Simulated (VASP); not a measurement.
# Cu (Pm-3m) in VASP: further runs, part 2 of 2

VASP 6.6.1.

### Step 4. Single point, RPBE (volume scaled by 1.12)

Contents of INCAR:

```
PREC = Accurate
ENCUT = 520
EDIFF = 1E-7
ISMEAR = -1
SIGMA = 0.1
LREAL = False
LASPH = True
NELM = 80
ALGO = Normal
ISIF = 2
LWAVE = False
LCHARG = True
GGA = RP
LELF = True
LVHAR = True
NBANDS = 12
```

Contents of KPOINTS:

```
regular mesh
0
Gamma
  14 14 14
```

Contents of POSCAR:

```
Cu
1.0
    2.5329980895      0.0000000000      0.0000000000
    0.0000000000      2.5329980895      0.0000000000
    0.0000000000      0.0000000000      2.5329980895
Cu
1
Direct
    0.0000000000      0.0000000000      0.0000000000
```

Potentials or basis: VASP PAW PBE potentials, release 64 (Cu).

On the command line:

```
$ cat potpaw_PBE.64/Cu/POTCAR > POTCAR
$ mpirun -np 1 vasp_std > vasp.out
```

OUTCAR:

```text
PREC = Accurate
   ENCUT = 520
   EDIFF = 1E-7
   ISMEAR = -1
   LREAL = False
   LASPH = True
   NELM = 80
   ISIF = 2
   GGA = RP

 ion  position               nearest neighbor table
   1  0.000  0.000  0.000-

  LATTYP: Found a simple cubic cell.
 ALAT       =     2.5329980895

  Lattice vectors:

 A1 = (   2.5329980895,   0.0000000000,   0.0000000000)
 A2 = (   0.0000000000,   2.5329980895,   0.0000000000)
 A3 = (   0.0000000000,   0.0000000000,   2.5329980895)

Analysis of symmetry for initial positions (statically):
=====================================================================
 Subroutine PRICEL returns:
 Original cell was already a primitive cell.

 Routine SETGRP: Setting up the symmetry group for a
 simple cubic supercell.

 Subroutine GETGRP returns: Found 48 space group operations
[... 9 lines left out ...]

 Routine SETGRP: Setting up the symmetry group for a
 simple cubic supercell.

 Subroutine GETGRP returns: Found 48 space group operations
[... 11 lines left out ...]
                                     Primitive cell

  volume of cell :      16.2519

  direct lattice vectors                    reciprocal lattice vectors
     2.532998089  0.000000000  0.000000000     0.394789086  0.000000000  0.000000000
     0.000000000  2.532998089  0.000000000     0.000000000  0.394789086  0.000000000
     0.000000000  0.000000000  2.532998089     0.000000000  0.000000000  0.394789086

  length of vectors
     2.532998089  2.532998089  2.532998089     0.394789086  0.394789086  0.394789086

  position of ions in fractional coordinates (direct lattice)
     0.000000000  0.000000000  0.000000000

  ion indices of the primitive-cell ions
   primitive index   ion index
                 1           1

[... 87 lines left out ...]
   EFERMI_NEDOS =   21; number of points for ismear=-14 and -15
   IALGO  =     38    algorithm
   IMIX   =      4    mixing-type and parameters
     AMIX     =   0.40;   BMIX     =  1.00
     AMIX_MAG =   1.60;   BMIX_MAG =  1.00
  volume/ion in A,a.u.               =      16.25       109.67
  Fermi-wavevector in a.u.,A,eV,Ry     =   1.437378  2.716250 28.110375  2.066054
  Thomas-Fermi vector in A             =   2.556462
   LORBIT       =      0    0 simple, 1 ext, 2 COOP (PROOUT), +10 PAW based schemes
   GGA     = RP    functional components
   LHFCALC =     F    Hartree Fock is set to
   AEXX    =    0.0000 exact exchange contribution
   IVDW    =     0    specifies the selected vdW correction
   LEPSILON=     F    determine dielectric tensor
   LRPA    =     F    only Hartree local field effects (RPA)
 non-spin polarized calculation
  energy-cutoff  :      520.00
  volume of cell :       16.25
 maximum number of plane-waves:       461
 NGX is ok and might be reduce to    20
   NGX =  9   NGY =  9   NGZ =  9

 number of electron      10.9999988 magnetization

 Free energy of the ion-electron system (eV)
  ---------------------------------------------------
  ext. energy  EPLUGINS =         0.00000000
  ---------------------------------------------------
  free energy    TOTEN  =        -2.77943889 eV

  energy without entropy =       -2.76959968  energy(sigma->0) =       -2.77451929

 E-fermi :   4.2749     XC(G=0): -10.7562

 val. band max:        4.2585795523   @ k =   0.4286   0.2143   0.0714
 cond. band min:       4.3143626017   @ k =   0.3571   0.3571   0.0000
 fundamental gap:      0.0557830494
 Fermi energy:         4.2749393966

 k-point     1 :       0.0000    0.0000    0.0000
  band No.  band energies     occupation
      1      -2.7827      2.00000
      2       1.0601      2.00000
      3       1.0601      2.00000
      4       3.0152      1.99999
      5       3.0152      1.99999
      6       3.0152      1.99999
      7      20.2304      0.00000
      8      20.2304      0.00000
      9      20.2304      0.00000
     10      23.3671      0.00000
     11      23.3671      0.00000
     12      26.3576      0.00000
[... 331 lines left out ...]
 k-point    24 :       0.3571    0.2143    0.0000
  band No.  band energies     occupation
      1       0.5889      2.00000
      2       1.4737      2.00000
      3       1.9422      2.00000
      4       2.5669      2.00000
      5       2.8405      2.00000
      6       3.1043      1.99998
      7       9.4679      0.00000
      8      16.4271      0.00000
      9      22.8320      0.00000
     10      25.1129      0.00000
     11      26.6348      0.00000
     12      32.4440      0.00000

 [... further k-points ...]
[... 5 lines left out ...]
  --------------------------------------------------------------------------------------
  -------------------------------------------------------------------------------------
  Total       -0.7402839     -0.7402839     -0.7402839      0.0000000      0.0000000     -0.0000000
  in kB      -72.9800733    -72.9800733    -72.9800733      0.0000000      0.0000000     -0.0000000
  external PRESSURE =     -72.9800733 kB  Pullay stress =       0.0000000 kB

 VOLUME and BASIS-vectors are now :
 -----------------------------------------------------------------------------
  energy-cutoff  :      520.00
  volume of cell :       16.25
      direct lattice vectors                 reciprocal lattice vectors
     2.532998089  0.000000000  0.000000000     0.394789086  0.000000000  0.000000000
     0.000000000  2.532998089  0.000000000     0.000000000  0.394789086  0.000000000
     0.000000000  0.000000000  2.532998089     0.000000000  0.000000000  0.394789086

 POSITION                                       TOTAL-FORCE (eV/Angst)
 -----------------------------------------------------------------------------------
      0.00000      0.00000      0.00000         0.000000      0.000000      0.000000
 -----------------------------------------------------------------------------------
    total drift:                                0.000000      0.000000      0.000000

  FREE ENERGIE OF THE ION-ELECTRON SYSTEM (eV)
  ---------------------------------------------------
  free  energy   TOTEN  =        -2.7794388891 eV

  energy  without entropy=       -2.7695996815  energy(sigma->0) =       -2.77451929
```

OSZICAR:

```text
N       E                     dE             d eps       ncg     rms          rms(c)
DAV:   1     0.472612732662E+02    0.47261E+02   -0.52435E+03  3052   0.136E+03
DAV:   2    -0.178629946105E+01   -0.49048E+02   -0.45704E+02  2984   0.199E+02
DAV:   3    -0.333643257948E+01   -0.15501E+01   -0.15320E+01  3356   0.410E+01
DAV:   4    -0.334838497540E+01   -0.11952E-01   -0.11951E-01  3352   0.327E+00
DAV:   5    -0.334854439654E+01   -0.15942E-03   -0.15942E-03  3372   0.383E-01    0.636E+00
DAV:   6    -0.319402263209E+01    0.15452E+00   -0.12059E+01  3332   0.625E+01    0.433E+00
DAV:   7    -0.278434192216E+01    0.40968E+00   -0.22298E+00  3296   0.277E+01    0.303E-01
DAV:   8    -0.278337348391E+01    0.96844E-03   -0.33894E-02  3868   0.332E+00    0.486E-01
DAV:   9    -0.277952478523E+01    0.38487E-02   -0.31825E-02  3500   0.301E+00    0.812E-02
DAV:  10    -0.277943923500E+01    0.85550E-04   -0.50876E-04  4076   0.380E-01    0.131E-02
DAV:  11    -0.277943904962E+01    0.18538E-06   -0.64990E-06  3372   0.315E-02    0.376E-03
DAV:  12    -0.277943870284E+01    0.34678E-06   -0.17294E-06  3364   0.214E-02    0.374E-04
DAV:  13    -0.277943885174E+01   -0.14890E-06   -0.16500E-08  1936   0.177E-03    0.607E-05
DAV:  14    -0.277943888905E+01   -0.37312E-07   -0.35619E-09  1672   0.980E-04
   1 F= -.27794389E+01 E0= -.27745193E+01  d E =-.983921E-02
```

stdout:

```text
POSCAR found type information on POSCAR Cu
 POSCAR found :  1 types and       1 ions
 scaLAPACK will be used
 -----------------------------------------------------------------------------
|                                                                             |
|                                                                             |
|     You enforced a specific xc type in the INCAR file but a different       |
|     I HOPE YOU KNOW WHAT YOU ARE DOING!                                     |
|                                                                             |
 -----------------------------------------------------------------------------

 LDA part: xc-table for (Slater+PW92), standard interpolation
 POSCAR, INCAR and KPOINTS ok, starting setup
 FFT: planning ... GRIDC
 FFT: planning ... GRID_SOFT
 FFT: planning ... GRID
 WAVECAR not read
 entering main loop
```

Run time: 8.3 s. Hardware: 1 thread of Intel Xeon 6975P-C (Granite Rapids), shared host; peak memory 0.14 GiB.

What came out:

| Item | Value |
| --- | --- |
| Free energy | -2.7794 eV |
| Pressure | -7.3 GPa |

Caveat: the PAW data sets were made with another functional, which shifts forces and pressure a little.

### Step 5. Overview

```tsv
cell	gap on the mesh (eV)	pressure (GPa)
a = 2.471 Å, 1 atom	none	-2.9
a = 2.502 Å, 1 atom	none	-4.9
a = 2.533 Å, 1 atom	none	-7.3
```

Alike in all rows: task single point; level RPBE; potentials or basis VASP PAW PBE potentials, release 64 (Cu); no spin polarisation; k mesh 14 × 14 × 14; cutoff (eV) 520; smearing fermi-dirac 0.1 eV.

Caveats: the PAW data sets were made with another functional, which shifts forces and pressure a little.

Total energies depend on the potentials used, so only differences within one code and one set of settings carry meaning.
